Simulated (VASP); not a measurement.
MoS2, 6 atoms in the cell. It takes space group P6_3/mmc (No. 194, hexagonal). Conventional cell: a = 3.185 Å, b = 3.185 Å, c = 14.808 Å, α = 90.00°, β = 90.00°, γ = 120.00°. Mo (site symmetry -6m2) has 6 S at 2.41 Å and 6 Mo at 3.19 Å within 3.2 Å. S (site symmetry 3m) has 3 Mo at 2.41 Å and 7 S at 3.13 to 3.19 Å within 3.2 Å. 

| Quantity | Value |
| --- | --- |
| Program | VASP 6.6.1 |
| Task | single point |
| Functional | PBE |
| Potentials or basis | VASP PAW PBE potentials, release 64 (Mo_sv, S) |
| Cutoff | 520 eV |
| k mesh | 12 × 12 × 2 |
| Occupations | gaussian, width 0.02 eV |
| Spin | no spin polarisation |
| Dipole correction | no |
| Further INCAR settings | ALGO = Normal; EDIFF = 1e-06; NBANDS = 35 |

Potentials or basis: VASP PAW PBE potentials, release 64 (Mo_sv, S).

Command:

```console
$ cat potpaw_PBE.64/Mo_sv/POTCAR potpaw_PBE.64/S/POTCAR > POTCAR
$ mpirun -np 1 vasp_std > vasp.out
```

Hardware: 1 thread of Intel Xeon 8259CL, on a shared host.

Question: Estimate the wall time of this run.

Answer: Wall time 4.9 min on 1 thread of Intel Xeon 8259CL, with other jobs on the host, peak memory 0.32 GiB. Counts: scf iterations 15, k points 38.
